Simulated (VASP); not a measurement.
# Ca (Cmcm) in VASP: notebook, part 2 of 3

VASP 6.6.1. The steps go on from the part before.

## 3. Single point, PBEsol (volume scaled by 0.970, then relaxed in part)

INCAR reads:

```
  ALGO = Normal
  EDIFF = 1E-6
  ENCUT = 520
  GGA = PS
  ISIF = 2
  ISMEAR = -1
  LASPH = True
  LCHARG = False
  LREAL = False
  LWAVE = False
  NBANDS = 17
  NELM = 80
  PREC = Accurate
  SIGMA = 0.08
```

KPOINTS reads:

```
k-points
0
Gamma
  8 8 6
```

POSCAR reads:

```
Ca
1.0
    1.9103090758     -3.3118063637      0.0000000000
    1.9103090758      3.3118063637      0.0000000000
    0.0000000000      0.0000000000      6.2630075585
Ca
2
Direct
    0.8335336331      0.1664663669      0.2500000000
    0.1664663669      0.8335336331      0.7500000000
```

Potentials or basis: VASP PAW PBE potentials, release 64 (Ca_sv).

Command:

```sh
> cat potpaw_PBE.64/Ca_sv/POTCAR > POTCAR
> mpirun -np 1 vasp_std > vasp.out
```

OUTCAR:

```text
EDIFF = 1E-6
   ENCUT = 520
   GGA = PS
   ISIF = 2
   ISMEAR = -1
   LASPH = True
   LREAL = False
   NELM = 80
   PREC = Accurate

 ion  position               nearest neighbor table
   1  0.834  0.166  0.250-
   2  0.166  0.834  0.750-

  LATTYP: Found a base centered orthorhombic cell.
 ALAT       =     3.8206181516
 B/A-ratio  =     1.7336494946
 C/A-ratio  =     1.6392655089

  Lattice vectors:

 A1 = (   1.9103090758,  -3.3118063637,   0.0000000000)
 A2 = (   1.9103090758,   3.3118063637,   0.0000000000)
 A3 = (   0.0000000000,   0.0000000000,   6.2630075585)

Analysis of symmetry for initial positions (statically):
=====================================================================
 Subroutine PRICEL returns:
 Original cell was already a primitive cell.

 Routine SETGRP: Setting up the symmetry group for a
 base centered orthorhombic supercell.

 Subroutine GETGRP returns: Found  8 space group operations
 (whereof  4 operations were pure point group operations)
 out of a pool of  8 trial point group operations.
[... 160 lines left out ...]
  free energy    TOTEN  =        -4.28402933 eV

  energy without entropy =       -4.23767140  energy(sigma->0) =       -4.26085036

 E-fermi :   2.1791     XC(G=0):  -8.0123

 val. band max:        2.0988643659   @ k =  -0.2500   0.2500   0.0000
 cond. band min:       2.2022026342   @ k =   0.2500   0.1250   0.0000
 fundamental gap:      0.1033382683
 Fermi energy:         2.1791182526

 k-point     1 :       0.0000    0.0000    0.0000
  band No.  band energies     occupation
      1     -39.5394      2.00000
      2     -39.5209      2.00000
      3     -20.6938      2.00000
      4     -20.5489      2.00000
      5     -20.5486      2.00000
      6     -20.5250      2.00000
[... 457 lines left out ...]
      4     -20.6107      2.00000
      5     -20.5990      2.00000
      6     -20.5675      2.00000
[... 9 lines left out ...]
     16       5.2722      0.00000
     17       5.3578      0.00000

 [... further k-points ...]

------------------------ aborting loop because EDIFF is reached ----------------------------------------

  FORCE on cell =-STRESS in cart. coord.  units (eV):
  Direction    XX          YY          ZZ          XY          YZ          ZX
  --------------------------------------------------------------------------------------
  -------------------------------------------------------------------------------------
  Total        0.2717480      0.2635473      0.3204784      0.0000000      0.0000000      0.0000000
  in kB        5.4940851      5.3282876      6.4792959      0.0000000      0.0000000      0.0000000
  external PRESSURE =       5.7672229 kB  Pullay stress =       0.0000000 kB

 VOLUME and BASIS-vectors are now :
 -----------------------------------------------------------------------------
  energy-cutoff  :      520.00
  volume of cell :       79.25
      direct lattice vectors                 reciprocal lattice vectors
     1.910309076 -3.311806364  0.000000000     0.261737750 -0.150975010  0.000000000
     1.910309076  3.311806364  0.000000000     0.261737750  0.150975010  0.000000000
     0.000000000  0.000000000  6.263007559     0.000000000  0.000000000  0.159667698

 POSITION                                       TOTAL-FORCE (eV/Angst)
 -----------------------------------------------------------------------------------
      1.91031     -2.20920      1.56575         0.000000      0.000061      0.000000
      1.91031      2.20920      4.69726         0.000000     -0.000061     -0.000000
 -----------------------------------------------------------------------------------
    total drift:                               -0.000000     -0.000000     -0.000000

  FREE ENERGIE OF THE ION-ELECTRON SYSTEM (eV)
  ---------------------------------------------------
  free  energy   TOTEN  =        -4.2840293288 eV

  energy  without entropy=       -4.2376714007  energy(sigma->0) =       -4.26085036
```

OSZICAR:

```text
N       E                     dE             d eps       ncg     rms          rms(c)
DAV:   1     0.172188788270E+03    0.17219E+03   -0.10183E+04  2856   0.107E+03
DAV:   2     0.495776868180E+01   -0.16723E+03   -0.16517E+03  3239   0.319E+02
DAV:   3    -0.404124620121E+01   -0.89990E+01   -0.89103E+01  5564   0.539E+01
DAV:   4    -0.429700669763E+01   -0.25576E+00   -0.25521E+00  3501   0.998E+00
DAV:   5    -0.430917618700E+01   -0.12169E-01   -0.12163E-01  4915   0.135E+00    0.310E+00
DAV:   6    -0.429198206431E+01    0.17194E-01   -0.18039E-02  3609   0.135E+00    0.186E+00
DAV:   7    -0.428429021521E+01    0.76918E-02   -0.29021E-02  3458   0.184E+00    0.110E-01
DAV:   8    -0.428399150479E+01    0.29871E-03   -0.24285E-03  4226   0.359E-01    0.283E-02
DAV:   9    -0.428402777762E+01   -0.36273E-04   -0.25690E-04  4286   0.813E-02    0.992E-03
DAV:  10    -0.428403156449E+01   -0.37869E-05   -0.14886E-05  3733   0.369E-02    0.119E-02
DAV:  11    -0.428402925469E+01    0.23098E-05   -0.17116E-06  3160   0.149E-02    0.282E-03
DAV:  12    -0.428402932876E+01   -0.74071E-07   -0.13223E-07  2598   0.372E-03
   1 F= -.42840293E+01 E0= -.42608504E+01  d E =-.463579E-01
```

stdout:

```text
POSCAR found type information on POSCAR Ca
 POSCAR found :  1 types and       2 ions
 scaLAPACK will be used
 -----------------------------------------------------------------------------
|                                                                             |
|                                                                             |
|     You enforced a specific xc type in the INCAR file but a different       |
|     I HOPE YOU KNOW WHAT YOU ARE DOING!                                     |
|                                                                             |
 -----------------------------------------------------------------------------

 LDA part: xc-table for (Slater+PW92), standard interpolation
 POSCAR, INCAR and KPOINTS ok, starting setup
 FFT: planning ... GRIDC
 FFT: planning ... GRID_SOFT
 FFT: planning ... GRID
 WAVECAR not read
 entering main loop
```

Wall time 2.1 min (1 thread of Intel Xeon 8259CL, shared host); peak memory 0.25 GiB.

Results:

```
Free energy            : -4.2840 eV
Pressure               : 0.6 GPa
Band gap on the k mesh : zero (band 10 reaches 2.43 eV, above the bottom of band 11 at 2.02 eV)
```

Levels at points of the mesh, in eV from the Fermi level:
| k point | band 6 | band 7 | band 8 | band 9 | band 10 | band 11 | band 12 | band 13 | band 14 | band 15 |
| --- | --- | --- | --- | --- | --- | --- | --- | --- | --- | --- |
| (0.00, 0.00, 0.00) | -22.70 | -22.70 | -22.70 | -4.18 | -1.09 | -0.15 | 2.34 | 2.36 | 2.37 | 2.69 |
| (0.50, 0.00, 0.00) | -22.77 | -22.74 | -22.73 | -1.14 | -0.68 | 0.16 | 0.34 | 1.43 | 2.01 | 2.27 |
| (0.50, 0.50, 0.00) | -22.77 | -22.74 | -22.73 | -1.14 | -0.69 | 0.17 | 0.34 | 1.42 | 2.00 | 2.28 |
| (0.00, 0.00, 0.50) | -22.72 | -22.72 | -22.72 | -3.12 | -3.12 | 1.42 | 1.42 | 2.35 | 2.35 | 2.35 |
| (0.50, 0.00, 0.50) | -22.75 | -22.74 | -22.74 | -0.74 | -0.74 | 0.15 | 0.15 | 1.48 | 1.48 | 2.99 |
| (0.50, 0.50, 0.50) | -22.75 | -22.74 | -22.74 | -0.74 | -0.74 | 0.15 | 0.15 | 1.48 | 1.48 | 3.00 |

Caveat: the PAW data sets were made with another functional, which shifts forces and pressure a little.

(Part 2 of 3 ends here.)
